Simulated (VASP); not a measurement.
A run of VASP 6.6.1 is set up as follows.

INCAR

```
  ALGO = Normal
  EDIFF = 1E-6
  ENCUT = 520
  GGA = PS
  ISIF = 2
  ISMEAR = -1
  LASPH = True
  LCHARG = False
  LREAL = False
  LWAVE = False
  NBANDS = 18
  NELM = 100
  PREC = Accurate
  SIGMA = 0.1
```

The input KPOINTS:

```
k-points
0
Gamma
  18 18 10
```

POSCAR

```
Sc
1.0
    3.2753416026      0.0000000000      0.0000000000
   -1.6376708013      2.8365290339      0.0000000000
    0.0000000000      0.0000000000      5.1053566628
Sc
2
Direct
    0.3333333333      0.6666666667      0.2500000000
    0.6666666667      0.3333333333      0.7500000000
```

Potentials or basis: VASP PAW PBE potentials, release 64 (Sc_sv).

Launch:

```sh
$ cat potpaw_PBE.64/Sc_sv/POTCAR > POTCAR
$ mpirun -np 1 vasp_std > vasp.out
```

Task: Predict the band gap on the k mesh.

Result: Zero (bands 11 and 12 overlap by 1.54 eV).

Task: Predict the pressure.

Result: 0.0 GPa.

Caveat: the PAW data sets were made with another functional, which shifts forces and pressure a little.
